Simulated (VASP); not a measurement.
# Si3N4 (P6_3/m) in VASP: a series of runs

Runs on Si3N4. Level: PBE. Tasks: single point.

Program: VASP 6.6.1. These are calculated values, not measurements. Logs are shortened: lines on timing, memory, paths and dates and some standing lists are left out, and cuts for length are marked.

## Step 1: The cell of the first run

Symmetry: P6_3/m, No. 176, hexagonal system. The conventional cell has a = 7.695 Å, b = 7.695 Å, c = 2.940 Å, α = 90.00°, β = 90.00°, γ = 120.00°. Si (site symmetry m) has 4 N at 1.75 to 1.76 Å within 2.3 Å. Within 2.3 Å of N (site symmetry m) lie 3 Si at 1.75 to 1.76 Å. N (site symmetry -6) has 3 Si at 1.75 Å within 2.3 Å.

## Step 2: Single point, PBE (volume scaled by 1.04, then relaxed in part)

The input, INCAR:

```
SYSTEM = Si3N4
ALGO = Normal
EDIFF = 1E-6
ENCUT = 520
GGA = PE
ISIF = 2
ISMEAR = -1
LASPH = .TRUE.
LCHARG = .FALSE.
LREAL = .FALSE.
LWAVE = .FALSE.
NBANDS = 45
NELM = 100
PREC = Accurate
SIGMA = 0.02
```

The input, KPOINTS:

```
k-points
0
G
  4 4 10
  0 0 0
```

The input, POSCAR:

```
Si3N4
1.0
    7.6949456720      0.0000000000      0.0000000000
   -3.8474728360      6.6640184327      0.0000000000
    0.0000000000      0.0000000000      2.9404925377
Si N
6 8
Direct
    0.7696335237      0.1756256789      0.3256282571
    0.5940078448      0.7696335237      0.8256282571
    0.8243743211      0.5940078448      0.3256282571
    0.2303664763      0.8243743211      0.8256282571
    0.4059921552      0.2303664763      0.3256282571
    0.1756256789      0.4059921552      0.8256282571
    0.0315469173      0.3300735167      0.3256282978
    0.7014734006      0.0315469173      0.8256282978
    0.6699264833      0.7014734006      0.3256282978
    0.9684530827      0.6699264833      0.8256282978
    0.2985265994      0.9684530827      0.3256282978
    0.3300735167      0.2985265994      0.8256282978
    0.3333333333      0.6666666667     -0.1743696645
    0.6666666667      0.3333333333      0.3256303355
```

Potentials or basis: VASP PAW PBE potentials, release 64 (Si, N).

The run is started by

```console
cat potpaw_PBE.64/Si/POTCAR potpaw_PBE.64/N/POTCAR > POTCAR
mpirun -np 1 vasp_std > vasp.out
```

OUTCAR:

```text
SYSTEM = Si3N4
   EDIFF = 1E-6
   ENCUT = 520
   GGA = PE
   ISIF = 2
   ISMEAR = -1
   LASPH = .TRUE.
   LREAL = .FALSE.
   NELM = 100
   PREC = Accurate

 ion  position               nearest neighbor table
   1  0.770  0.176  0.326-  14 1.75   7 1.75   8 1.76   8 1.76   5 3.03   3 3.03   6 3.09   6 3.09
                             2 3.09   2 3.09
   2  0.594  0.770  0.826-  13 1.75   8 1.75   9 1.76   9 1.76   4 3.03   6 3.03   3 3.09   3 3.09
                             1 3.09   1 3.09
   3  0.824  0.594  0.326-  14 1.75   9 1.75  10 1.76  10 1.76   5 3.03   1 3.03   2 3.09   2 3.09
                             4 3.09   4 3.09
   4  0.230  0.824  0.826-  13 1.75  10 1.75  11 1.76  11 1.76   2 3.03   6 3.03   3 3.09   3 3.09
                             5 3.09   5 3.09
   5  0.406  0.230  0.326-  14 1.75  11 1.75  12 1.76  12 1.76   1 3.03   3 3.03   6 3.09   6 3.09
                             4 3.09   4 3.09
   6  0.176  0.406  0.826-  13 1.75  12 1.75   7 1.76   7 1.76   2 3.03   4 3.03   5 3.09   5 3.09
                             1 3.09   1 3.09
   7  0.032  0.330  0.326-   1 1.75   6 1.76   6 1.76
   8  0.701  0.032  0.826-   2 1.75   1 1.76   1 1.76
   9  0.670  0.701  0.326-   3 1.75   2 1.76   2 1.76
  10  0.968  0.670  0.826-   4 1.75   3 1.76   3 1.76
  11  0.299  0.968  0.326-   5 1.75   4 1.76   4 1.76
  12  0.330  0.299  0.826-   6 1.75   5 1.76   5 1.76
  13  0.333  0.667  0.826-   4 1.75   6 1.75   2 1.75
  14  0.667  0.333  0.326-   1 1.75   3 1.75   5 1.75

  LATTYP: Found a hexagonal cell.
 ALAT       =     7.6949456720
 C/A-ratio  =     0.3821329822

  Lattice vectors:

 A1 = (   7.6949456720,   0.0000000000,   0.0000000000)
 A2 = (  -3.8474728360,   6.6640184327,   0.0000000000)
 A3 = (   0.0000000000,   0.0000000000,   2.9404925377)

Analysis of symmetry for initial positions (statically):
=====================================================================
 Subroutine PRICEL returns:
 Original cell was already a primitive cell.

 Routine SETGRP: Setting up the symmetry group for a
 hexagonal supercell.

 Subroutine GETGRP returns: Found 12 space group operations
 (whereof  3 operations were pure point group operations)
 out of a pool of 24 trial point group operations.

The static configuration has the point symmetry C_3 .
 The point group associated with its full space group is C_6h.

Analysis of symmetry for dynamics (positions and initial velocities):
=====================================================================
 Subroutine PRICEL returns:
 Original cell was already a primitive cell.

 Routine SETGRP: Setting up the symmetry group for a
 hexagonal supercell.

 Subroutine GETGRP returns: Found 12 space group operations
 (whereof  3 operations were pure point group operations)
 out of a pool of 24 trial point group operations.

The dynamic configuration has the point symmetry C_3 .
 The point group associated with its full space group is C_6h.

 Subroutine INISYM returns: Found 12 space group operations
 (whereof  3 operations are pure point group operations),
 and found     1 'primitive' translations

----------------------------------------------------------------------------------------

                                     Primitive cell

  volume of cell :     150.7863

  direct lattice vectors                    reciprocal lattice vectors
     7.694945672  0.000000000  0.000000000     0.129955433  0.075029804  0.000000000
    -3.847472836  6.664018433  0.000000000     0.000000000  0.150059609  0.000000000
     0.000000000  0.000000000  2.940492538     0.000000000  0.000000000  0.340079081

  length of vectors
     7.694945672  7.694945672  2.940492538     0.150059609  0.150059609  0.340079081

  position of ions in fractional coordinates (direct lattice)
     0.769633524  0.175625679  0.325628257
     0.594007845  0.769633524  0.825628257
     0.824374321  0.594007845  0.325628257
     0.230366476  0.824374321  0.825628257
     0.405992155  0.230366476  0.325628257
     0.175625679  0.405992155  0.825628257
     0.031546917  0.330073517  0.325628298
     0.701473401  0.031546917  0.825628298
     0.669926483  0.701473401  0.325628298
     0.968453083  0.669926483  0.825628298
     0.298526599  0.968453083  0.325628298
[... 32 lines left out ...]
     0.032488858  0.018757451  0.000000000     0.250000000  0.000000000  0.000000000
     0.000000000  0.037514902  0.000000000     0.000000000  0.250000000  0.000000000
     0.000000000  0.000000000  0.034007908     0.000000000  0.000000000  0.100000000

  Length of vectors
     0.037514902  0.037514902  0.034007908

  Shift w.r.t. Gamma in fractional coordinates (k-lattice)
     0.000000000  0.000000000  0.000000000

 Subroutine IBZKPT returns following result:
 ===========================================

 Found     24 irreducible k-points:

 Following reciprocal coordinates:
            Coordinates               Weight
  0.000000  0.000000  0.000000      1.000000
  0.250000 -0.000000  0.000000      6.000000
  0.500000 -0.000000  0.000000      3.000000
  0.250000  0.250000  0.000000      6.000000
  0.000000  0.000000  0.100000      2.000000
  0.250000 -0.000000  0.100000     12.000000
[... 16 lines left out ...]
  0.500000 -0.000000  0.500000      3.000000
  0.250000  0.250000  0.500000      6.000000
   k-points           NKPTS =     24   k-points in BZ     NKDIM =     24   number of bands    NBANDS=     45
   number of dos      NEDOS =    301   number of ions     NIONS =     14
   total plane-waves  NPLWV =  86400
   dimension x,y,z NGX =    60 NGY =   60 NGZ =   24
   dimension x,y,z NGXF=   120 NGYF=  120 NGZF=   48
   ions per type =               6   8
   NGX,Y,Z   is equivalent  to a cutoff of  12.96, 12.96, 13.57 a.u.
   NGXF,Y,Z  is equivalent  to a cutoff of  25.93, 25.93, 27.14 a.u.
 SYSTEM =  Si3N4
   PREC   = accura    normal or accurate (medium, high low for compatibility)
   ISTART =      0    job   : 0-new  1-cont  2-samecut
   ICHARG =      2    charge: 1-file 2-atom 10-const
   ISPIN  =      1    spin polarized calculation?
   LNONCOLLINEAR =      F non collinear calculations
   LSORBIT =      F    spin-orbit coupling
   LASPH  =      T    aspherical Exc in radial PAW
   ENCUT  =  520.0 eV  38.22 Ry    6.18 a.u.  14.31 14.31  5.47*2*pi/ulx,y,z
   NELM   =    100;   NELMIN=  2; NELMDL= -5     # of ELM steps
   EDIFF  = 0.1E-05   stopping-criterion for ELM
   LREAL  =      F    real-space projection
   EDIFFG = 0.1E-04   stopping-criterion for IOM
   NSW    =      0    number of steps for IOM
   IBRION =     -1    ionic relax: 0-MD 1-quasi-New 2-CG
   NFREE  =      0    steps in history (QN), initial steepest desc. (CG)
   ISIF   =      2    stress and relaxation
   ISYM   =      2    0-nonsym 1-usesym 2-fastsym
   POTIM  = 0.5000    time-step for ionic-motion
   TEBEG  =    0.0;   TEEND  =   0.0 temperature during run
   PSTRESS=    0.0 pullay stress
   NELECT =      64.0000    total number of electrons
   NUPDOWN=      -1.0000    fix difference up-down
   EMIN   =  10.00;   EMAX   =-10.00  energy-range for DOS
   EFERMI =   0.00;   METHOD = LEGACY
   ISMEAR =    -1;   SIGMA  =   0.02  broadening in eV -4-tet -1-fermi 0-gaus
   EFERMI_NEDOS =   21; number of points for ismear=-14 and -15
   IALGO  =     38    algorithm
   IMIX   =      4    mixing-type and parameters
     AMIX     =   0.40;   BMIX     =  1.00
     AMIX_MAG =   1.60;   BMIX_MAG =  1.00
  volume/ion in A,a.u.               =      10.77        72.68
  Fermi-wavevector in a.u.,A,eV,Ry     =   1.230309  2.324947 20.594599  1.513660
  Thomas-Fermi vector in A             =   2.365163
   LORBIT       =      0    0 simple, 1 ext, 2 COOP (PROOUT), +10 PAW based schemes
   GGA     = PE    functional components
   LHFCALC =     F    Hartree Fock is set to
   AEXX    =    0.0000 exact exchange contribution
   IVDW    =     0    specifies the selected vdW correction
   LEPSILON=     F    determine dielectric tensor
   LRPA    =     F    only Hartree local field effects (RPA)
 non-spin polarized calculation
  energy-cutoff  :      520.00
  volume of cell :      150.79
 maximum number of plane-waves:      4097
 NGX is ok and might be reduce to    60
   NGX = 29   NGY = 29   NGZ = 11

 number of electron      63.9999999 magnetization

 Free energy of the ion-electron system (eV)
  ---------------------------------------------------
  ext. energy  EPLUGINS =         0.00000000
  ---------------------------------------------------
  free energy    TOTEN  =      -114.52427393 eV

  energy without entropy =     -114.52427393  energy(sigma->0) =     -114.52427393

 E-fermi :   6.8534     XC(G=0): -10.6509

 val. band max:        6.4040206951   @ k =   0.0000   0.0000   0.2000
 cond. band min:      10.5905098499   @ k =   0.0000   0.0000   0.0000
 fundamental gap:      4.1864891549
 Fermi energy:         6.8533848439

 k-point     1 :       0.0000    0.0000    0.0000
  band No.  band energies     occupation
      1     -11.5666      2.00000
      2     -10.1733      2.00000
      3     -10.1733      2.00000
      4      -9.5480      2.00000
      5      -9.4034      2.00000
      6      -9.4034      2.00000
[... 1117 lines left out ...]
     43      13.8963      0.00000
     44      13.8963      0.00000
 [bands above 44 left out]

------------------------ aborting loop because EDIFF is reached ----------------------------------------

  FORCE on cell =-STRESS in cart. coord.  units (eV):
  Direction    XX          YY          ZZ          XY          YZ          ZX
  --------------------------------------------------------------------------------------
  -------------------------------------------------------------------------------------
  Total       -2.8955428     -2.8955428     -3.3533857     -0.0000001      0.0000000      0.0000000
  in kB      -30.7665455    -30.7665455    -35.6313491     -0.0000006      0.0000000      0.0000000
  external PRESSURE =     -32.3881467 kB  Pullay stress =       0.0000000 kB

 VOLUME and BASIS-vectors are now :
 -----------------------------------------------------------------------------
  energy-cutoff  :      520.00
  volume of cell :      150.79
      direct lattice vectors                 reciprocal lattice vectors
     7.694945672  0.000000000  0.000000000     0.129955433  0.075029804  0.000000000
    -3.847472836  6.664018433  0.000000000     0.000000000  0.150059609  0.000000000
     0.000000000  0.000000000  2.940492538     0.000000000  0.000000000  0.340079081

 POSITION                                       TOTAL-FORCE (eV/Angst)
 -----------------------------------------------------------------------------------
      5.24657      1.17037      0.95751        -0.000356      0.005011     -0.000000
      1.60971      5.12885      2.42775        -0.004518      0.002197     -0.000000
      4.05809      3.95848      0.95751        -0.004162     -0.002814     -0.000000
     -1.39910      5.49365      2.42775         0.000356     -0.005011     -0.000000
      2.23776      1.53517      0.95751         0.004518     -0.002197      0.000000
     -0.21061      2.70554      2.42775         0.004162      0.002814      0.000000
     -1.02720      2.19962      0.95751        -0.002387      0.002963     -0.000000
      5.27642      0.21023      2.42775        -0.003760     -0.000586      0.000000
      2.45615      4.67463      0.95751        -0.001373     -0.003549      0.000000
      4.87467      4.46440      2.42775         0.002387     -0.002963      0.000000
     -1.42895      6.45379      0.95751         0.003760      0.000586      0.000000
      1.39132      1.98939      2.42775         0.001373      0.003549      0.000000
     -0.00000      4.44268      2.42776        -0.000000      0.000000      0.000000
      3.84747      2.22134      0.95751        -0.000000      0.000000     -0.000000
 -----------------------------------------------------------------------------------
    total drift:                                0.000000     -0.000000     -0.010122

  FREE ENERGIE OF THE ION-ELECTRON SYSTEM (eV)
  ---------------------------------------------------
  free  energy   TOTEN  =      -114.5242739332 eV

  energy  without entropy=     -114.5242739332  energy(sigma->0) =     -114.52427393
```

Run time: 2.2 min. Hardware: 1 thread of Intel Xeon Platinum 8488C (Sapphire Rapids), shared host; peak memory 0.32 GiB.

What came out:

```
Free energy            : -114.5243 eV
Pressure               : -3.2 GPa
Largest force          : 0.005 eV/Å
Band gap on the k mesh : 4.19 eV, indirect (least direct gap 4.38 eV)
```

Forces in eV/Å, atoms in the order of the input:
```
Si   0.000  0.005  0.000
Si  -0.005  0.002  0.000
Si  -0.004 -0.003  0.000
Si   0.000 -0.005  0.000
Si   0.005 -0.002  0.000
Si   0.004  0.003  0.000
N   -0.002  0.003  0.000
N   -0.004 -0.001  0.000
N   -0.001 -0.004  0.000
N    0.002 -0.003  0.000
N    0.004  0.001  0.000
N    0.001  0.004  0.000
N    0.000  0.000  0.000
N    0.000  0.000  0.000
```

 A k mesh can miss the band edges.

## Step 3: Single point, PBE (volume scaled by 1.06, then relaxed in part)

The input, INCAR:

```
SYSTEM = Si3N4
PREC = Accurate ; ENCUT = 520
EDIFF = 1E-6 ; ISMEAR = -1
SIGMA = 0.02 ; LREAL = .FALSE.
LASPH = .TRUE. ; NELM = 60
ALGO = Normal ; ISIF = 2
LWAVE = .FALSE. ; LCHARG = .FALSE.
GGA = PE ; NBANDS = 45
```

The input, KPOINTS:

```
regular mesh
0
G
  4 4 10
  0 0 0
```

The input, POSCAR:

```
Si3N4
1.0
    7.7439593863      0.0000000000      0.0000000000
   -3.8719796931      6.7064655544      0.0000000000
    0.0000000000      0.0000000000      2.9592222945
Si N
6 8
Direct
    0.7706492036      0.1765657087      0.3256284036
    0.5940834950      0.7706492036      0.8256284036
    0.8234342913      0.5940834950      0.3256284036
    0.2293507964      0.8234342913      0.8256284036
    0.4059165050      0.2293507964      0.3256284036
    0.1765657087      0.4059165050      0.8256284036
    0.0325203649      0.3302458472      0.3256285636
    0.7022745176      0.0325203649      0.8256285636
    0.6697541528      0.7022745176      0.3256285636
    0.9674796351      0.6697541528      0.8256285636
    0.2977254824      0.9674796351      0.3256285636
    0.3302458472      0.2977254824      0.8256285636
    0.3333333333      0.6666666667     -0.1743709017
    0.6666666667      0.3333333333      0.3256290983
```

Potentials or basis: VASP PAW PBE potentials, release 64 (Si, N).

The run is started by

```console
cat potpaw_PBE.64/Si/POTCAR potpaw_PBE.64/N/POTCAR > POTCAR
mpirun -np 1 vasp_std > vasp.out
```

It took 2 min on 1 thread of Intel Xeon Platinum 8488C (Sapphire Rapids), shared host; peak memory 0.33 GiB.

The run converged. Its results:

```
Free energy            : -114.4303 eV
Pressure               : -7.3 GPa
Largest force          : 0.007 eV/Å
Band gap on the k mesh : 4.11 eV, indirect (least direct gap 4.31 eV)
```

Forces in eV/Å, atoms in the order of the input:
```
Si   0.002  0.004  0.000
Si  -0.002  0.003  0.000
Si  -0.004  0.000  0.000
Si  -0.002 -0.004  0.000
Si   0.002 -0.003  0.000
Si   0.004  0.000  0.000
N   -0.003  0.006  0.000
N   -0.007  0.000  0.000
N   -0.004 -0.006  0.000
N    0.003 -0.006  0.000
N    0.007  0.000  0.000
N    0.004  0.006  0.000
N    0.000  0.000  0.000
N    0.000  0.000  0.000
```

Stress tensor (GPa, compression positive):
```
-7.07  0.00  0.00
 0.00 -7.07  0.00
 0.00  0.00 -7.79
```

Levels at points of the mesh, in eV from the valence-band top:
```tsv
k point	band 30	band 31	band 32	band 33	band 34	band 35
(0.00, 0.00, 0.00)	-0.44	-0.40	-0.20	4.11	4.29	4.57
(0.50, 0.00, 0.00)	-0.76	-0.32	-0.25	4.31	4.44	4.61
(0.00, 0.00, 0.50)	-1.54	-1.23	-1.23	4.54	4.54	4.54
(0.50, 0.00, 0.50)	-1.42	-0.98	-0.98	4.54	4.54	5.61
```
